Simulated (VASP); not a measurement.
# Tl (P6_3/mmc) in VASP: further runs

Tl is run at these levels: PBE; tasks: single point.

Everything below comes from runs of VASP 6.6.1. Logs are shortened: lines on timing, memory, paths and dates and some standing lists are left out, and cuts for length are marked.

## (1) The cell of the first run

The structure is hexagonal, space group P6_3/mmc (No. 194). Conventional cell: a = 3.180 Å, b = 3.180 Å, c = 5.746 Å, α = 90.00°, β = 90.00°, γ = 120.00°. Within 4.2 Å of Tl (site symmetry -6m2) lie 12 Tl at 3.18 to 3.41 Å.

## (2) Single point, PBE (strain -0.080 along x and y, +0.040 along z)

The input, INCAR:

```
PREC = Accurate ; ENCUT = 520
EDIFF = 1E-7 ; ISMEAR = 0
SIGMA = 0.15 ; LREAL = False
LASPH = True ; NELM = 60
ALGO = Fast ; ISIF = 2
LWAVE = False ; LCHARG = False
GGA = PE ; NBANDS = 20
```

The input, KPOINTS:

```
Automatic mesh
0
Gamma
  18 18 10
```

The input, POSCAR:

```
Tl
1.0
    3.1795184880      0.0000000000      0.0000000000
   -1.5897592440      2.7535437824      0.0000000000
    0.0000000000      0.0000000000      5.7460000000
Tl
2
Direct
    0.3333333333      0.6666666667      0.2500000000
    0.6666666667      0.3333333333      0.7500000000
```

Potentials or basis: VASP PAW PBE potentials, release 64 (Tl_d).

The run is started by

```bash
$ cat potpaw_PBE.64/Tl_d/POTCAR > POTCAR
$ mpirun -np 1 vasp_std > vasp.out
```

OUTCAR:

```text
PREC = Accurate
   ENCUT = 520
   EDIFF = 1E-7
   ISMEAR = 0
   LREAL = False
   LASPH = True
   NELM = 60
   ISIF = 2
   GGA = PE

 ion  position               nearest neighbor table
   1  0.333  0.667  0.250-   2 3.41   2 3.41   2 3.41   2 3.41   2 3.41   2 3.41
   2  0.667  0.333  0.750-   1 3.41   1 3.41   1 3.41   1 3.41   1 3.41   1 3.41

  LATTYP: Found a hexagonal cell.
 ALAT       =     3.1795184880
 C/A-ratio  =     1.8071918819

  Lattice vectors:

 A1 = (   3.1795184880,   0.0000000000,   0.0000000000)
 A2 = (  -1.5897592440,   2.7535437824,   0.0000000000)
 A3 = (   0.0000000000,   0.0000000000,   5.7460000000)

Analysis of symmetry for initial positions (statically):
=====================================================================
 Subroutine PRICEL returns:
 Original cell was already a primitive cell.

 Routine SETGRP: Setting up the symmetry group for a
 hexagonal supercell.

 Subroutine GETGRP returns: Found 24 space group operations
 (whereof 12 operations were pure point group operations)
 out of a pool of 24 trial point group operations.

The static configuration has the point symmetry D_3d.
 The point group associated with its full space group is D_6h.

Analysis of symmetry for dynamics (positions and initial velocities):
=====================================================================
 Subroutine PRICEL returns:
 Original cell was already a primitive cell.

 Routine SETGRP: Setting up the symmetry group for a
 hexagonal supercell.

 Subroutine GETGRP returns: Found 24 space group operations
 (whereof 12 operations were pure point group operations)
 out of a pool of 24 trial point group operations.

The dynamic configuration has the point symmetry D_3d.
 The point group associated with its full space group is D_6h.

 Subroutine INISYM returns: Found 24 space group operations
 (whereof 12 operations are pure point group operations),
 and found     1 'primitive' translations

----------------------------------------------------------------------------------------

                                     Primitive cell

  volume of cell :      50.3059

  direct lattice vectors                    reciprocal lattice vectors
     3.179518488  0.000000000  0.000000000     0.314513032  0.181584184  0.000000000
    -1.589759244  2.753543782  0.000000000     0.000000000  0.363168367  0.000000000
     0.000000000  0.000000000  5.746000000     0.000000000  0.000000000  0.174034111

  length of vectors
[... 76 lines left out ...]
   ISPIN  =      1    spin polarized calculation?
   LNONCOLLINEAR =      F non collinear calculations
   LSORBIT =      F    spin-orbit coupling
   LASPH  =      T    aspherical Exc in radial PAW
   ENCUT  =  520.0 eV  38.22 Ry    6.18 a.u.   5.91  5.91 10.68*2*pi/ulx,y,z
   NELM   =     60;   NELMIN=  2; NELMDL= -5     # of ELM steps
   EDIFF  = 0.1E-06   stopping-criterion for ELM
   LREAL  =      F    real-space projection
   EDIFFG = 0.1E-05   stopping-criterion for IOM
   NSW    =      0    number of steps for IOM
   IBRION =     -1    ionic relax: 0-MD 1-quasi-New 2-CG
   NFREE  =      0    steps in history (QN), initial steepest desc. (CG)
   ISIF   =      2    stress and relaxation
   ISYM   =      2    0-nonsym 1-usesym 2-fastsym
   POTIM  = 0.5000    time-step for ionic-motion
   TEBEG  =    0.0;   TEEND  =   0.0 temperature during run
   PSTRESS=    0.0 pullay stress
   NELECT =      26.0000    total number of electrons
   NUPDOWN=      -1.0000    fix difference up-down
   EMIN   =  10.00;   EMAX   =-10.00  energy-range for DOS
   EFERMI =   0.00;   METHOD = LEGACY
   ISMEAR =     0;   SIGMA  =   0.15  broadening in eV -4-tet -1-fermi 0-gaus
   EFERMI_NEDOS =   21; number of points for ismear=-14 and -15
   IALGO  =     68    algorithm
   IMIX   =      4    mixing-type and parameters
     AMIX     =   0.40;   BMIX     =  1.00
     AMIX_MAG =   1.60;   BMIX_MAG =  1.00
  volume/ion in A,a.u.               =      25.15       169.74
  Fermi-wavevector in a.u.,A,eV,Ry     =   1.313791  2.482705 23.484293  1.726047
  Thomas-Fermi vector in A             =   2.444089
   LORBIT       =      0    0 simple, 1 ext, 2 COOP (PROOUT), +10 PAW based schemes
   GGA     = PE    functional components
   LHFCALC =     F    Hartree Fock is set to
   AEXX    =    0.0000 exact exchange contribution
   IVDW    =     0    specifies the selected vdW correction
   LEPSILON=     F    determine dielectric tensor
   LRPA    =     F    only Hartree local field effects (RPA)
 non-spin polarized calculation
 RMM-DIIS sequential band-by-band and
 Gauss-broadening in eV      SIGMA  =   0.15
  energy-cutoff  :      520.00
  volume of cell :       50.31
 maximum number of plane-waves:      1369
 NGX is ok and might be reduce to    24
   NGX = 11   NGY = 11   NGZ = 21

 number of electron      26.0000002 magnetization

 Free energy of the ion-electron system (eV)
  ---------------------------------------------------
  ext. energy  EPLUGINS =         0.00000000
  ---------------------------------------------------
  free energy    TOTEN  =        -4.05728330 eV

  energy without entropy =       -4.04902251  energy(sigma->0) =       -4.05315290

 E-fermi :   8.0640     XC(G=0): -10.8433

 val. band max:        8.0414687267   @ k =   0.4444   0.0556   0.0000
 cond. band min:       8.0647136359   @ k =   0.3889   0.1111   0.2000
 fundamental gap:      0.0232449093
 Fermi energy:         8.0639900536

 k-point     1 :       0.0000    0.0000    0.0000
  band No.  band energies     occupation
      1      -4.2438      2.00000
      2      -4.0094      2.00000
      3      -3.7990      2.00000
      4      -3.7990      2.00000
      5      -3.7526      2.00000
      6      -3.7526      2.00000
[... 541 lines left out ...]
     19      17.5208      0.00000
     20      19.9920      0.00000

 [... further k-points ...]
[... 5 lines left out ...]
  --------------------------------------------------------------------------------------
  -------------------------------------------------------------------------------------
  Total        4.1393061      4.1393061      2.1621929      0.0000000      0.0000000      0.0000000
  in kB      131.8314912    131.8314912     68.8630187      0.0000000      0.0000000      0.0000000
  external PRESSURE =     110.8420003 kB  Pullay stress =       0.0000000 kB

 VOLUME and BASIS-vectors are now :
 -----------------------------------------------------------------------------
  energy-cutoff  :      520.00
  volume of cell :       50.31
      direct lattice vectors                 reciprocal lattice vectors
     3.179518488  0.000000000  0.000000000     0.314513032  0.181584184  0.000000000
    -1.589759244  2.753543782  0.000000000     0.000000000  0.363168367  0.000000000
     0.000000000  0.000000000  5.746000000     0.000000000  0.000000000  0.174034111

 POSITION                                       TOTAL-FORCE (eV/Angst)
 -----------------------------------------------------------------------------------
     -0.00000      1.83570      1.43650        -0.000000     -0.000000      0.000000
      1.58976      0.91785      4.30950         0.000000      0.000000      0.000000
 -----------------------------------------------------------------------------------
    total drift:                                0.000000     -0.000000      0.000000

  FREE ENERGIE OF THE ION-ELECTRON SYSTEM (eV)
  ---------------------------------------------------
  free  energy   TOTEN  =        -4.0572832961 eV

  energy  without entropy=       -4.0490225110  energy(sigma->0) =       -4.05315290
```

It took 64 s on 1 thread of Intel Xeon 6975P-C (Granite Rapids), shared host; peak memory 0.3 GiB.

What came out:

| Quantity | Value |
| --- | --- |
| Free energy | -4.0573 eV |
| Pressure | 11.1 GPa |
| Band gap on the k mesh | zero (bands 13 and 14 overlap by 5.61 eV) |

Stress tensor (GPa, compression positive):
```
13.18  0.00  0.00
 0.00 13.18  0.00
 0.00  0.00  6.89
```

Levels at points of the mesh, in eV from the Fermi level:
| k point | band 9 | band 10 | band 11 | band 12 | band 13 | band 14 | band 15 | band 16 | band 17 | band 18 |
| --- | --- | --- | --- | --- | --- | --- | --- | --- | --- | --- |
| (0.00, 0.00, 0.00) | -11.21 | -11.21 | -11.02 | -6.36 | -3.84 | 8.64 | 10.57 | 10.57 | 11.27 | 12.27 |
| (0.50, 0.00, 0.00) | -11.03 | -11.01 | -5.32 | -4.54 | -1.18 | -0.45 | 1.29 | 3.83 | 5.25 | 9.10 |
| (0.00, 0.00, 0.50) | -11.32 | -11.32 | -9.59 | -9.59 | 1.88 | 1.88 | 11.43 | 11.43 | 11.43 | 11.43 |
| (0.50, 0.00, 0.50) | -11.02 | -11.02 | -4.31 | -4.31 | -2.76 | -2.76 | 5.62 | 5.62 | 6.79 | 6.79 |

Caveat: the cell differs from its parent crystal (strain -0.080 along x and y, +0.040 along z); the stress differs along the axes, from 7 to 13 GPa; spin-orbit coupling is left out, which moves the levels of the heavy elements.

## (3) Single point, PBE (strain -0.040 along x and y, -0.040 along z)

The input, INCAR:

```
ALGO = Fast
EDIFF = 1E-6
ENCUT = 520
GGA = PE
ISIF = 2
ISMEAR = 0
LASPH = T
LCHARG = F
LREAL = F
LWAVE = F
NBANDS = 20
NELM = 100
PREC = Accurate
SIGMA = 0.15
```

The input, KPOINTS:

```
k-points
0
Gamma
  18 18 10
```

The input, POSCAR:

```
Tl
1.0
    3.3177584223      0.0000000000      0.0000000000
   -1.6588792112      2.8732630773      0.0000000000
    0.0000000000      0.0000000000      5.3040000000
Tl
2
Direct
    0.3333333333      0.6666666667      0.2500000000
    0.6666666667      0.3333333333      0.7500000000
```

Potentials or basis: VASP PAW PBE potentials, release 64 (Tl_d).

The run is started by

```bash
$ cat potpaw_PBE.64/Tl_d/POTCAR > POTCAR
$ mpirun -np 1 vasp_std > vasp.out
```

Run time: 78 s. Hardware: 1 thread of Intel Xeon 6975P-C (Granite Rapids), shared host; peak memory 0.3 GiB.

It converged, with:

| Quantity | Value |
| --- | --- |
| Free energy | -4.1428 eV |
| Pressure | 10.3 GPa |
| Band gap on the k mesh | zero (bands 13 and 14 overlap by 6.71 eV) |

Stress tensor (GPa, compression positive):
```
10.13  0.00  0.00
 0.00 10.13  0.00
 0.00  0.00 10.70
```

Levels at points of the mesh, in eV from the Fermi level:
| k point | band 9 | band 10 | band 11 | band 12 | band 13 | band 14 | band 15 | band 16 | band 17 | band 18 |
| --- | --- | --- | --- | --- | --- | --- | --- | --- | --- | --- |
| (0.00, 0.00, 0.00) | -11.20 | -11.20 | -11.01 | -5.09 | -3.43 | 8.78 | 8.78 | 10.47 | 11.13 | 11.13 |
| (0.50, 0.00, 0.00) | -11.13 | -11.13 | -5.95 | -4.98 | -0.53 | 0.45 | 1.31 | 4.05 | 4.07 | 8.82 |
| (0.00, 0.00, 0.50) | -11.34 | -11.34 | -9.36 | -9.36 | 3.75 | 3.75 | 9.85 | 9.85 | 9.85 | 9.85 |
| (0.50, 0.00, 0.50) | -11.15 | -11.15 | -4.69 | -4.69 | -2.75 | -2.75 | 5.99 | 5.99 | 6.77 | 6.77 |

Caveat: the cell differs from its parent crystal (strain -0.040 along x and y, -0.040 along z); the cell stands under pressure; spin-orbit coupling is left out, which moves the levels of the heavy elements.

(Continued in part 2 of 2.)

The gap in the log of VASP goes by the Fermi energy; the results here count the filled bands.